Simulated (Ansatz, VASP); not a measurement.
**One calculation of MgSi2N, two programs**

```
Mg Si N
1.0
     4.68049    0.00000    0.00000
    -2.34024    4.05342    0.00000
     0.00000    0.00000    3.83674
Mg Si N
1 2 1
Direct
  0.00000 0.00000 0.00000
  0.33333 0.66667 0.00000
  0.66667 0.33333 0.00000
  0.00000 0.00000 0.50000
```

Alike in both runs: functional PBE; k mesh 6 × 6 × 4; occupations gaussian, width 0.1 eV; collinear spin.

Ansatz relaxed the structure, and its values are those at the end. VASP's run is a single point on that final structure, the one shown.

```csv
,VASP,Ansatz
version,VASP 6.6.1,Ansatz 0.2.0
potentials or method,"VASP PAW PBE potentials, release 64 (Mg, Si, N), cutoff 520 eV","scalar-relativistic, plane waves, PAW"
valence electrons in the cell,15,23
```

```tsv
	VASP	Ansatz	Ansatz less VASP
gap on the k mesh at the Fermi level (eV)	none	none	-
pressure (GPa)	0.0	0.0	-0.01
net moment per atom (μB)	0.00	0.00	0.000
```

A gap of «none» marks a metal or a gap that the smearing closes. VASP's potentials hold 15 valence electrons a cell and Ansatz's 23, so a difference there can come from the potentials and not from the codes. Ansatz's warnings: seeded moment not kept.

The k mesh is coarse, so the values compare programs but aren't converged.
